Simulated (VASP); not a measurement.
A run of VASP 6.6.1:

File INCAR:

```
SYSTEM = GaSbTe2S
PREC = Accurate ; ENCUT = 520
EDIFF = 1E-6 ; ISMEAR = 0
SIGMA = 0.1 ; LREAL = .FALSE.
LASPH = .TRUE. ; NELM = 80
ALGO = Normal ; ISIF = 2
LWAVE = .FALSE. ; LCHARG = .FALSE.
GGA = PE ; NBANDS = 26
```

File KPOINTS:

```
regular mesh
0
G
  6 4 4
  0 0 0
```

The input POSCAR:

```
GaSbTe2S
1.0
    3.2980240500      0.0000000000      0.0000000000
    0.0000000000      7.1046929100      0.0000000000
    0.0000000000      0.0000000000      7.1662435500
Ga Sb Te S
1 1 2 1
Direct
    0.5000000000      0.0000000000      0.0000000000
    0.5000000000      0.5000000000      0.0000000000
    0.5000000000      0.2303579700      0.0000000000
    0.5000000000      0.7696420300      0.0000000000
    0.0000000000      0.5000000000      0.5000000000
```

Potentials or basis: VASP PAW PBE potentials, release 64 (Ga_d, Sb, Te, S).

Command:

```bash
$ cat potpaw_PBE.64/Ga_d/POTCAR potpaw_PBE.64/Sb/POTCAR potpaw_PBE.64/Te/POTCAR potpaw_PBE.64/S/POTCAR > POTCAR
$ mpirun -np 1 vasp_std > vasp.out
```

Hardware: 1 thread of AMD EPYC 7R13 Processor (Zen 3), with other jobs on the host.

**Question.** How long does it take, and how much memory?

**Answer.** Run time: 2.4 min on 1 thread of AMD EPYC 7R13 Processor (Zen 3) (shared host), peak memory 0.36 GiB. Counts: scf iterations 17, k points 36.
